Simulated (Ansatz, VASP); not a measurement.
# Ni in VASP and in Ansatz

INCAR

```
ALGO = Normal
EDIFF = 1E-6
ENCUT = 520
GGA = PS
ISIF = 2
ISMEAR = 0
ISPIN = 2
LASPH = True
LCHARG = True
LELF = True
LMAXMIX = 4
LORBIT = 11
LREAL = False
LVHAR = True
LWAVE = False
MAGMOM = 0.89 0.89
NBANDS = 21
NELM = 150
PREC = Accurate
SIGMA = 0.1
```

KPOINTS

```
k-points
0
Gamma
  18 18 10
```

The input POSCAR:

```
Ni
1.0
    2.7103869121      0.0000000000      0.0000000000
   -1.3551934560      2.3472639199      0.0000000000
    0.0000000000      0.0000000000      4.7729336104
Ni
2
Direct
    0.6666666700      0.3333333300      0.7500000000
    0.3333333300      0.6666666700      0.2500000000
```

Input for Ansatz:

```yaml
crystal:
  lattice:
    - [2.7103869121, 0.0, 0.0]
    - [-1.355193456, 2.3472639199, 0.0]
    - [0.0, 0.0, 4.7729336104]
  atoms:
    - { symbol: Ni, position: [0.66666667, 0.33333333, 0.75], spin: 0.89 }
    - { symbol: Ni, position: [0.33333333, 0.66666667, 0.25], spin: 0.89 }
basis:
  ecutwfc: 420
kpoints:
  mp_grid: { grid: [18, 18, 10] }
hamiltonian:
  xc: pbesol
scf:
  occupations: { method: gaussian, width: 0.1 }
output:
  forces: true
  stress: true
  eigenvalues: true
  populations: true
magnetization:
  spin_polarized: true
```

Alike in both runs: task single point; functional PBEsol; k mesh 18 × 18 × 10; occupations gaussian, width 0.1 eV; collinear spin.

```csv
,VASP,Ansatz
version,VASP 6.6.1,Ansatz 0.2.0
potentials or method,"VASP PAW PBE potentials, release 64 (Ni), cutoff 520 eV","scalar-relativistic, plane waves, PAW"
valence electrons in the cell,20,36
```

|  | VASP | Ansatz | Ansatz less VASP |
| --- | --- | --- | --- |
| gap on the k mesh at the Fermi level (eV) | none | none | - |
| pressure (GPa) | -33.0 | -33.5 | -0.56 |
| traceless stress, the component that is largest in VASP (GPa) | -2.17 | -2.23 | -0.059 |
| net moment per atom (μB) | 0.73 | 0.76 | +0.027 |
| size of the moment on the site where the two differ most (μB) | 0.77 | 0.81 | +0.041 |

VASP's potentials were made for PBE, not for PBEsol. Site moments also hang on the region over which each program counts them. A gap of «none» marks a metal or a gap that the smearing closes. Both programs put the cell under strong tension, so it lies far from rest at this level. VASP's potentials hold 20 valence electrons a cell and Ansatz's 36, so a difference there can come from the potentials and not from the codes.

Noted on VASP's run: the cell as given lies far from equilibrium.
